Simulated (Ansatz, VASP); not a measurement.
**One calculation of GaSb, two programs**

```
CELL_PARAMETERS angstrom
0.00000 3.03847 3.03847
3.03847 0.00000 3.03847
3.03847 3.03847 0.00000
ATOMIC_POSITIONS crystal
Sb 0.75000 0.75000 0.75000
Ga 0.00000 0.00000 0.00000
```

Change from the starting cell: volume scaled by 0.98.

Alike in both runs: task single point; functional PBE; k mesh 8 × 8 × 8; occupations fermi-dirac, width 0.05 eV; no spin polarisation.

```csv
,VASP,Ansatz
version,VASP 6.6.1,Ansatz 0.2.0
potentials or method,"VASP PAW PBE potentials, release 64 (Sb, Ga_d), cutoff 520 eV","all-electron LAPW, scalar-relativistic"
```

|  | VASP | Ansatz | Ansatz less VASP |
| --- | --- | --- | --- |
| gap on the k mesh at the Fermi level (eV) | 0.18 | 0.18 | +0.002 |
| least direct gap on the mesh (eV) | 0.18 | 0.18 | +0.002 |
| pressure (GPa) | 3.6 | 3.5 | -0.08 |

Ansatz ran all-electron here, and VASP with PAW potentials.

Spin-orbit coupling is off throughout.
